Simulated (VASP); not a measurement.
A run of VASP 6.6.1 is set up as follows.

Contents of INCAR:

```
SYSTEM = PbS
ALGO = Normal
EDIFF = 1E-6
ENCUT = 500
GGA = PE
GGA_COMPAT = .False.
ISIF = 2
ISMEAR = 0
LASPH = .True.
LCHARG = .True.
LDAU = .True.
LDAUJ = 0 0
LDAUL = -1 1
LDAUPRINT = 1
LDAUTYPE = 2
LDAUU = 0 2.1
LELF = .True.
LREAL = .False.
LVHAR = .True.
LWAVE = .False.
NBANDS = 17
NELM = 200
PREC = Accurate
SIGMA = 0.1
```

KPOINTS

```
k-points
0
Gamma
  6 6 6
  0 0 0
```

File POSCAR:

```
PbS
1.0
    2.1126617058      1.2197458045      3.4519162518
   -2.1126617058      1.2197458045      3.4519162518
    0.0000000000     -2.4394916091      3.4519162518
Pb S
1 1
Direct
    0.9805657800      0.9805657800      0.9805657800
    0.4750355500      0.4750355500      0.4750355500
```

Potentials or basis: VASP PAW PBE potentials, release 64 (Pb_d, S).

Launch:

```sh
$ cat potpaw_PBE.64/Pb_d/POTCAR potpaw_PBE.64/S/POTCAR > POTCAR
$ mpirun -np 1 vasp_std > vasp.out
```

Problem. What does it give for the band gap on the k mesh?

Solution. 0.40 eV.

Problem. Predict the pressure.

Solution. 1.0 GPa.

Problem. Predict the largest force.

Solution. 0.012 eV/Å.

Forces in eV/Å, atoms in the order of the input:
```
Pb   0.000  0.000 -0.012
S    0.000  0.000  0.012
```

Caveat: spin-orbit coupling is left out, which moves the levels of the heavy elements. A k mesh can miss the band edges.
